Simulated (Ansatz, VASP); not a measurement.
# Two plane-wave programs on GaB

File POSCAR:

```
GaB
1.0
    2.7182400000      0.0000000000      0.0000000000
    0.0000000000      2.7182400000      0.0000000000
    0.0000000000      0.0000000000      3.2362100000
Ga B
1 1
Direct
    0.5000000000      0.5000000000      0.5000000000
    0.0000000000      0.0000000000      0.0000000000
```

Contents of INCAR.step1:

```
SYSTEM = GaB
PREC     = Accurate       ! precision mode
ENCUT    = 520            ! plane-wave cutoff, eV
EDIFF    = 1E-5           ! SCF threshold, eV
ISMEAR   = -1             ! smearing method
SIGMA    = 0.05           ! smearing width, eV
LREAL    = .False.        ! projectors in reciprocal space
LASPH    = .True.         ! aspherical terms in the spheres
NELM     = 100            ! most SCF steps
ALGO     = Normal         ! electronic algorithm
ISIF     = 2              ! what is computed and relaxed
LWAVE    = .True.         ! write WAVECAR
NBANDS   = 15             ! bands
GGA      = PE             ! functional
```

The input INCAR.step2:

```
SYSTEM = GaB
PREC     = Accurate       ! precision mode
ENCUT    = 520            ! plane-wave cutoff, eV
EDIFF    = 1E-6           ! SCF threshold, eV
ISMEAR   = -1             ! smearing method
SIGMA    = 0.05           ! smearing width, eV
LREAL    = .False.        ! projectors in reciprocal space
LASPH    = .True.         ! aspherical terms in the spheres
NELM     = 100            ! most SCF steps
ALGO     = Normal         ! electronic algorithm
ISIF     = 2              ! what is computed and relaxed
LWAVE    = .False.        ! write WAVECAR
LCHARG   = .True.         ! write CHGCAR
METAGGA  = R2SCAN         ! meta-GGA
LHFCALC  = .True.         ! exact exchange
AEXX     = 0.25           ! exact-exchange fraction
LMIXTAU  = .True.       
PRECFOCK = Normal       
LELF     = .True.         ! ELF
LVHAR    = .True.       
NBANDS   = 15             ! bands
ISTART   = 1
```

Contents of KPOINTS:

```
regular mesh
0
Gamma
  6 6 5
  0 0 0
```

input.yaml

```yaml
crystal:
  lattice:
    - [2.71824, 0.0, 0.0]
    - [0.0, 2.71824, 0.0]
    - [0.0, 0.0, 3.23621]
  atoms:
    - { symbol: Ga, position: [0.5, 0.5, 0.5] }
    - { symbol: B, position: [0.0, 0.0, 0.0] }
hamiltonian:
  xc: r2scan0
  pseudopotentials: { kind: paw }
kpoints:
  mp_grid: { grid: [6, 6, 5] }
scf:
  occupations: { method: fermi_dirac, width: 0.05 }
output:
  forces: true
  stress: true
  eigenvalues: true
```

Alike in both runs: task single point; functional r2SCAN0; k mesh 6 × 6 × 5; occupations fermi-dirac, width 0.05 eV; no spin polarisation.

```csv
,VASP,Ansatz
version,VASP 6.6.1,Ansatz 0.2.0
potentials or method,"VASP PAW PBE potentials, release 64 (Ga_d, B)",Ansatz PAW
plane-wave cutoff (eV),520,500
valence electrons in the cell,16,16
```

Ansatz gave:

- gap on the k mesh at the Fermi level (eV): none
- pressure (GPa): -4.3
- traceless stress, the component that is largest in VASP (GPa): -0.31

Task: Estimate VASP's values.

Result: gap on the k mesh at the Fermi level (eV): none; pressure (GPa): -4.1; traceless stress, the component that is largest in VASP (GPa): -0.37.

VASP's potentials were made for PBE, not for r2SCAN0. A gap of «none» marks a metal or a gap that the smearing closes.

The k mesh is coarse, so the values compare programs but aren't converged.
